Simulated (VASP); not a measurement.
# TePb (zincblende type) (F-43m) in VASP: a series of runs, part 2 of 2

VASP 6.6.1.

## 3. Single point, LDA

Contents of INCAR:

```
  PREC = Accurate
  ENCUT = 520
  EDIFF = 1E-6
  ISMEAR = -1
  SIGMA = 0.05
  LREAL = F
  LASPH = T
  NELM = 100
  ALGO = Normal
  ISIF = 2
  LWAVE = F
  LCHARG = F
  GGA = CA
  NBANDS = 17
```

Contents of KPOINTS:

```
Automatic mesh
0
Gamma
  10 10 10
```

Contents of POSCAR:

```
TePb
1.0
    0.0000000000      3.6673972383      3.6673972383
    3.6673972383      0.0000000000      3.6673972383
    3.6673972383      3.6673972383      0.0000000000
Pb Te
1 1
Direct
    0.0000000000      0.0000000000      0.0000000000
    0.2500000000      0.2500000000      0.2500000000
```

Potentials or basis: VASP PAW LDA potentials, release 64 (Pb_d, Te).

On the command line:

```
> cat potpaw_LDA.64/Pb_d/POTCAR potpaw_LDA.64/Te/POTCAR > POTCAR
> mpirun -np 1 vasp_std > vasp.out
```

OUTCAR:

```text
PREC = Accurate
   ENCUT = 520
   EDIFF = 1E-6
   ISMEAR = -1
   LREAL = F
   LASPH = T
   NELM = 100
   ISIF = 2
   GGA = CA

 ion  position               nearest neighbor table
   1  0.000  0.000  0.000-   2 3.18   2 3.18   2 3.18   2 3.18
   2  0.250  0.250  0.250-   1 3.18   1 3.18   1 3.18   1 3.18

  LATTYP: Found a face centered cubic cell.
 ALAT       =     7.3347944766

  Lattice vectors:

 A1 = (   0.0000000000,   3.6673972383,   3.6673972383)
 A2 = (   3.6673972383,   0.0000000000,   3.6673972383)
 A3 = (   3.6673972383,   3.6673972383,   0.0000000000)

Analysis of symmetry for initial positions (statically):
=====================================================================
 Subroutine PRICEL returns:
 Original cell was already a primitive cell.

 Routine SETGRP: Setting up the symmetry group for a
 face centered cubic supercell.

 Subroutine GETGRP returns: Found 24 space group operations
 (whereof 24 operations were pure point group operations)
 out of a pool of 48 trial point group operations.

The static configuration has the point symmetry T_d .
[... 156 lines left out ...]
  free energy    TOTEN  =        -8.07637405 eV

  energy without entropy =       -8.07630311  energy(sigma->0) =       -8.07633858

 E-fermi :   2.6060     XC(G=0):  -7.7440

 val. band max:        2.3035387700   @ k =  -0.3000   0.5000   0.2000
 cond. band min:       2.8530244583   @ k =   0.5000   0.5000   0.0000
 fundamental gap:      0.5494856883
 Fermi energy:         2.6060249681

 k-point     1 :       0.0000    0.0000    0.0000
  band No.  band energies     occupation
      1     -14.5172      2.00000
      2     -14.5172      2.00000
      3     -14.5172      2.00000
      4     -14.4937      2.00000
      5     -14.4937      2.00000
      6      -8.9471      2.00000
[... 457 lines left out ...]
      4     -14.4957      2.00000
      5     -14.4918      2.00000
      6      -8.2237      2.00000
[... 9 lines left out ...]
     16      10.3188      0.00000
     17      11.3108      0.00000

 [... further k-points ...]

------------------------ aborting loop because EDIFF is reached ----------------------------------------

  FORCE on cell =-STRESS in cart. coord.  units (eV):
  Direction    XX          YY          ZZ          XY          YZ          ZX
  --------------------------------------------------------------------------------------
  -------------------------------------------------------------------------------------
  Total       -1.3130248     -1.3130248     -1.3130248      0.0000000      0.0000000     -0.0000000
  in kB      -21.3245386    -21.3245386    -21.3245386      0.0000000      0.0000000     -0.0000000
  external PRESSURE =     -21.3245386 kB  Pullay stress =       0.0000000 kB

 VOLUME and BASIS-vectors are now :
 -----------------------------------------------------------------------------
  energy-cutoff  :      520.00
  volume of cell :       98.65
      direct lattice vectors                 reciprocal lattice vectors
     0.000000000  3.667397238  3.667397238    -0.136336472  0.136336472  0.136336472
     3.667397238  0.000000000  3.667397238     0.136336472 -0.136336472  0.136336472
     3.667397238  3.667397238  0.000000000     0.136336472  0.136336472 -0.136336472

 POSITION                                       TOTAL-FORCE (eV/Angst)
 -----------------------------------------------------------------------------------
      0.00000      0.00000      0.00000         0.000000     -0.000000      0.000000
      1.83370      1.83370      1.83370        -0.000000      0.000000     -0.000000
 -----------------------------------------------------------------------------------
    total drift:                                0.000000      0.000000      0.000000

  FREE ENERGIE OF THE ION-ELECTRON SYSTEM (eV)
  ---------------------------------------------------
  free  energy   TOTEN  =        -8.0763740518 eV

  energy  without entropy=       -8.0763031145  energy(sigma->0) =       -8.07633858
```

OSZICAR:

```text
N       E                     dE             d eps       ncg     rms          rms(c)
DAV:   1     0.153054958258E+03    0.15305E+03   -0.85691E+03  1598   0.103E+03
DAV:   2     0.363591508229E+01   -0.14942E+03   -0.14515E+03  1684   0.271E+02
DAV:   3    -0.795558810023E+01   -0.11592E+02   -0.11542E+02  2114   0.838E+01
DAV:   4    -0.829156258318E+01   -0.33597E+00   -0.33584E+00  1930   0.187E+01
DAV:   5    -0.830623906214E+01   -0.14676E-01   -0.14676E-01  2273   0.324E+00    0.321E+00
DAV:   6    -0.808937632378E+01    0.21686E+00   -0.54439E-01  2215   0.396E+00    0.201E+00
DAV:   7    -0.807811214576E+01    0.11264E-01   -0.95589E-02  1758   0.120E+00    0.962E-01
DAV:   8    -0.807647086092E+01    0.16413E-02   -0.99116E-03  1915   0.826E-01    0.165E-01
DAV:   9    -0.807629604249E+01    0.17482E-03   -0.26320E-03  2086   0.321E-01    0.434E-02
DAV:  10    -0.807634072171E+01   -0.44679E-04   -0.28665E-04  1754   0.912E-02    0.321E-02
DAV:  11    -0.807637384971E+01   -0.33128E-04   -0.42940E-05  1709   0.335E-02    0.139E-02
DAV:  12    -0.807637405176E+01   -0.20205E-06   -0.35949E-06  1933   0.137E-02
   1 F= -.80763741E+01 E0= -.80763386E+01  d E =-.709372E-04
```

stdout:

```text
POSCAR found type information on POSCAR PbTe
 POSCAR found :  2 types and       2 ions
 scaLAPACK will be used
 LDA part: xc-table for (Slater(with rela. corr.)+CA(PZ))
 , standard interpolation
 POSCAR, INCAR and KPOINTS ok, starting setup
 FFT: planning ... GRIDC
 FFT: planning ... GRID_SOFT
 FFT: planning ... GRID
 WAVECAR not read
 entering main loop
```

Wall time 29 s (1 thread of Intel Xeon 6975P-C (Granite Rapids), shared host); peak memory 0.24 GiB.

What came out:

- Free energy: -8.0764 eV
- Pressure: -2.1 GPa
- Band gap on the k mesh: 0.55 eV (least direct gap 1.08 eV)

Caveat: spin-orbit coupling is left out, which moves the levels of the heavy elements. A k mesh can miss the band edges.

## 4. Relaxation of cell and atoms, PBE

This run uses another cell than the first one, of 33.37 Å³/atom.

Contents of INCAR:

```
SYSTEM = TePb
PREC = Accurate ; ENCUT = 600
EDIFF = 1E-6 ; ISMEAR = -1
SIGMA = 0.05 ; LREAL = .FALSE.
LASPH = .TRUE. ; NELM = 80
ALGO = Normal ; ISIF = 3
LWAVE = .FALSE. ; LCHARG = .FALSE.
GGA = PE ; IBRION = 2
NSW = 100 ; EDIFFG = -0.005
```

Contents of KPOINTS:

```
regular mesh
0
G
  10 10 10
  0 0 0
```

Contents of POSCAR:

```
TePb
1.0
    0.0000000000      3.2195088072      3.2195088072
    3.2195088072      0.0000000000      3.2195088072
    3.2195088072      3.2195088072      0.0000000000
Pb Te
1 1
Direct
    0.0000000000      0.0000000000      0.0000000000
    0.2500000000      0.2500000000      0.2500000000
```

Potentials or basis: VASP PAW PBE potentials, release 64 (Pb_d, Te).

On the command line:

```
> cat potpaw_PBE.64/Pb_d/POTCAR potpaw_PBE.64/Te/POTCAR > POTCAR
> mpirun -np 1 vasp_std > vasp.out
```

Wall time 76 s (1 thread of Intel Xeon 6975P-C (Granite Rapids), shared host); peak memory 0.25 GiB.

It converged, with:

```
Free energy                           : -7.1418 eV
Relaxed volume                        : 49.32 Å³/atom
Relaxed cell                          : a = 5.186 Å, b = 5.186 Å, c = 5.186 Å, α = 60.00°, β = 60.00°, γ = 60.00°
Space group after relaxing (to 0.1 Å) : F-43m (No. 216)
Energy gained by relaxing             : 755.0 meV/atom
Ionic steps                           : 5
Pressure after relaxing               : 0.0 GPa
Band gap on the k mesh                : 0.69 eV (least direct gap 1.20 eV)
```

Step by step:
```
step  energy change (eV)  largest force (eV/Å)  pressure (GPa)  volume (Å³)
   1              0.0000                0.0000           20.89        66.74
   2             -1.2949                0.0000           -3.01       118.20
   3             -1.5096                0.0000            0.19        97.87
   4             -1.5100                0.0000           -0.05        98.82
   5             -1.5100                0.0000            0.00        98.63
```

Final structure:
```yaml
crystal:
  lattice:
    - [0.00000, 3.66715, 3.66715]
    - [3.66715, 0.00000, 3.66715]
    - [3.66715, 3.66715, 0.00000]
  atoms:
    - { symbol: Pb, position: [0.00000, 0.00000, 0.00000] }
    - { symbol: Te, position: [0.25000, 0.25000, 0.25000] }
```

Levels at points of the mesh, in eV from the valence-band top:
```csv
k point,band 8,band 9,band 10,band 11,band 12,band 13
"(0.00, 0.00, 0.00)",-1.34,-1.34,-1.34,1.60,1.60,1.60
"(0.50, 0.00, 0.00)",-1.88,-1.88,-1.82,2.40,2.40,3.71
"(0.50, 0.50, 0.00)",-2.53,-2.53,-0.51,0.69,4.38,4.38
```

Caveat: the volume moved by over 15 % at a fixed basis, so the end points are rough; spin-orbit coupling is left out, which moves the levels of the heavy elements. A k mesh can miss the band edges.

## 5. Summary

| task | level | potentials or basis | cell | cutoff (eV) | gap on the mesh (eV) | pressure (GPa) |
| --- | --- | --- | --- | --- | --- | --- |
| single point | PBE | VASP PAW PBE potentials, release 64 (Pb_d, Te) | a = 5.186 Å, angles 60.0°, 2 atoms | 520 | 0.69 | 0.0 |
| single point | LDA | VASP PAW LDA potentials, release 64 (Pb_d, Te) | a = 5.186 Å, angles 60.0°, 2 atoms | 520 | 0.55 | -2.1 |
| relaxation of cell and atoms | PBE | VASP PAW PBE potentials, release 64 (Pb_d, Te) | relaxed from a = 4.553 Å, angles 60.0°, 2 atoms | 600 | 0.69 | 0.0 |

Alike in all rows: no spin polarisation; k mesh 10 × 10 × 10; smearing fermi-dirac 0.05 eV.

Caveats: spin-orbit coupling is left out, which moves the levels of the heavy elements; the volume moved by over 15 % at a fixed basis, so the end points are rough (at least some runs).

Absolute energies hang on the potentials; compare differences alone.
